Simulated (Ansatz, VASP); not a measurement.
**One calculation of ScHO2, two programs**

File INCAR:

```
SYSTEM = ScHO2
ALGO = Normal
EDIFF = 1E-6
ENCUT = 520
GGA = PS
ISIF = 2
ISMEAR = 0
LASPH = .TRUE.
LCHARG = .FALSE.
LREAL = .FALSE.
LWAVE = .FALSE.
NBANDS = 20
NELM = 60
PREC = Accurate
SIGMA = 0.01
```

The input KPOINTS:

```
k-points
0
G
  6 6 6
  0 0 0
```

File POSCAR:

```
ScHO2
1.0
    1.6016150647      0.9246928887      4.4731943132
   -1.6016150647      0.9246928887      4.4731943132
    0.0000000000     -1.8493857775      4.4731943132
Sc H O
1 1 2
Direct
    0.0000000000      0.0000000000      0.0000000000
    0.5000000000      0.5000000000      0.5000000000
    0.5897940841      0.5897940841      0.5897940841
    0.4102059159      0.4102059159      0.4102059159
```

Input for Ansatz:

```yaml
crystal:
  lattice:
    - [1.6016150647, 0.9246928887, 4.4731943132]
    - [-1.6016150647, 0.9246928887, 4.4731943132]
    - [0.0, -1.8493857775, 4.4731943132]
  atoms:
    - { symbol: Sc, position: [0.0, 0.0, 0.0] }
    - { symbol: H, position: [0.5, 0.5, 0.5] }
    - { symbol: O, position: [0.5897940841, 0.5897940841, 0.5897940841] }
    - { symbol: O, position: [0.4102059159, 0.4102059159, 0.4102059159] }
kpoints:
  mp_grid: { grid: [6, 6, 6] }
hamiltonian:
  xc: pbesol
scf:
  occupations: { method: fixed }
  n_extra_bands: 5
output:
  forces: true
  stress: true
  eigenvalues: true
```

Alike in both runs: task single point; functional PBEsol; k mesh 6 × 6 × 6; no spin polarisation.

|  | VASP | Ansatz |
| --- | --- | --- |
| version | VASP 6.6.1 | Ansatz 0.2.0 |
| potentials or method | VASP PAW PBE potentials, release 64 (Sc_sv, H, O) | plane waves, PAW |
| plane-wave cutoff (eV) | 520 | 420 |
| occupations | gaussian, width 0.01 eV | fixed |
| valence electrons in the cell | 24 | 24 |

Ansatz gave:

| Item | Value |
| --- | --- |
| gap on the k mesh at the Fermi level (eV) | 4.05 |
| pressure (GPa) | -0.4 |
| traceless stress, the component that is largest in VASP (GPa) | 1.31 |
| rms of the force components (eV/Å) | 0.079 |

Q: What did VASP give for the same quantities?

A: gap on the k mesh at the Fermi level (eV): 4.03; pressure (GPa): 0.4; traceless stress, the component that is largest in VASP (GPa): 1.25; rms of the force components (eV/Å): 0.057.

VASP's potentials were made for PBE, not for PBEsol. Atom by atom the forces differ by 0.021 eV/Å (rms over components).
